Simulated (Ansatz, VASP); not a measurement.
Ni: VASP beside Ansatz

```
Ni
1.0
    -1.40754    1.40754    1.40754
     1.40754   -1.40754    1.40754
     1.40754    1.40754   -1.40754
Ni
1
Cartesian
  0.0000 0.0000 0.0000
```

Alike in both runs: functional revPBE; k mesh 16 × 16 × 16; occupations fermi-dirac, width 0.1 eV; no spin polarisation.

Ansatz relaxed the structure, and its values are those at the end. VASP's run is a single point on that final structure, the one shown.

|  | VASP | Ansatz |
| --- | --- | --- |
| version | VASP 6.6.1 | Ansatz 0.2.0 |
| potentials or method | VASP PAW PBE potentials, release 64 (Ni), cutoff 520 eV | plane waves (420 eV) with PAW, scalar-relativistic |
| valence electrons in the cell | 10 | 18 |

|  | VASP | Ansatz | Ansatz less VASP |
| --- | --- | --- | --- |
| pressure (GPa) | 0.1 | 0.0 | -0.16 |

VASP's potentials were made for PBE, not for revPBE. VASP's potentials hold 10 valence electrons a cell and Ansatz's 18, so a difference there can come from the potentials and not from the codes.
